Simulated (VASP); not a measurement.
Set up this calculation in VASP 6.6.1, as the native input.

| Item | Value |
| --- | --- |
| Task | single point |
| Functional | LDA |
| Potentials or basis | VASP PAW LDA potentials, release 64 (In_d) |
| Cutoff | 520 eV |
| k mesh | 12 × 12 × 7 |
| Occupations | fermi-dirac, width 0.1 eV |
| Spin | no spin polarisation |
| Dipole correction | no |
| Further INCAR settings | ALGO = Normal; EDIFF = 1e-06; NBANDS = 20 |

The structure of In lies in POSCAR:

```
In
1.0
    3.1836088265      0.0000000000      0.0000000000
   -1.5918044132      2.7570861195      0.0000000000
    0.0000000000      0.0000000000      5.1831240567
In
2
Direct
    0.3333333333      0.6666666667      0.2500000000
    0.6666666667      0.3333333333      0.7500000000
```

This isn't the form of In at room conditions, which is tetragonal.

These files were run (other wordings do the same):

INCAR

```
ALGO = Normal ; EDIFF = 1E-6
ENCUT = 520 ; ISIF = 2
ISMEAR = -1 ; LASPH = T
LCHARG = F ; LREAL = F
LWAVE = F ; NBANDS = 20
NELM = 100 ; PREC = Accurate
SIGMA = 0.1
```

KPOINTS

```
k-points
0
Gamma
  12 12 7
```

Potentials or basis: VASP PAW LDA potentials, release 64 (In_d).

Command:

```console
$ cat potpaw_LDA.64/In_d/POTCAR > POTCAR
$ mpirun -np 1 vasp_std > vasp.out
```

Results of the run:

```yaml
Pressure: 5.2 GPa
Band_gap_on_the_k_mesh: zero (bands 13 and 14 overlap by 5.67 eV)
```

Caveat: the cell stands under pressure; spin-orbit coupling is left out, which moves the levels of the heavy elements.

It took 46 s on 1 thread of Intel Xeon 8259CL, with other jobs on the host, peak memory 0.18 GiB.
